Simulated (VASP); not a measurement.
Here is a VASP 6.6.1 calculation.

The input INCAR:

```
SYSTEM = Al2Zn
ALGO     = Normal         ! electronic algorithm
EDIFF    = 1E-7           ! SCF threshold, eV
EDIFFG   = -0.01          ! ionic threshold
ENCUT    = 600            ! plane-wave cutoff, eV
GGA      = PS             ! functional
IBRION   = 2              ! ionic algorithm
ISIF     = 3              ! what is computed and relaxed
ISMEAR   = -1             ! smearing method
IVDW     = 12             ! dispersion correction
LASPH    = .True.         ! aspherical terms in the spheres
LCHARG   = .False.        ! write CHGCAR
LREAL    = .False.        ! projectors in reciprocal space
LWAVE    = .False.        ! write WAVECAR
NELM     = 60             ! most SCF steps
NSW      = 80             ! ionic steps
PREC     = Accurate       ! precision mode
SIGMA    = 0.01           ! smearing width, eV
```

KPOINTS

```
k-points
0
Gamma
  7 7 3
  0 0 0
```

Contents of POSCAR:

```
Al2Zn
1.0
    2.8013100000      0.0000000000      0.0000000000
   -1.4006600000      2.4260100000      0.0000000000
    0.0000000000      0.0000000000      6.8219400000
Al Zn
2 1
Direct
    0.3333333333      0.6666666667      0.3315100000
    0.6666666667      0.3333333333      0.6684900000
    0.0000000000      0.0000000000      0.0000000000
```

Potentials or basis: VASP PAW PBE potentials, release 64 (Al, Zn).

Launch:

```console
$ cat potpaw_PBE.64/Al/POTCAR potpaw_PBE.64/Zn/POTCAR > POTCAR
$ mpirun -np 1 vasp_std > vasp.out
```

Question: Estimate the space group after relaxing (to 0.05 Å).

Answer: P-3m1 (No. 164).

Question: Predict the dispersion energy per atom.

Answer: -0.355 eV.

Final structure:
```yaml
crystal:
  lattice:
    - [2.75406, 0.00000, 0.00000]
    - [-1.37703, 2.38509, 0.00000]
    - [0.00000, 0.00000, 6.83059]
  atoms:
    - { symbol: Al, position: [0.33333, 0.66667, 0.33291] }
    - { symbol: Al, position: [0.66667, 0.33333, 0.66709] }
    - { symbol: Zn, position: [0.00000, 0.00000, 0.00000] }
```

Caveat: the k points lie up to 0.38 Å⁻¹ apart in the final cell.
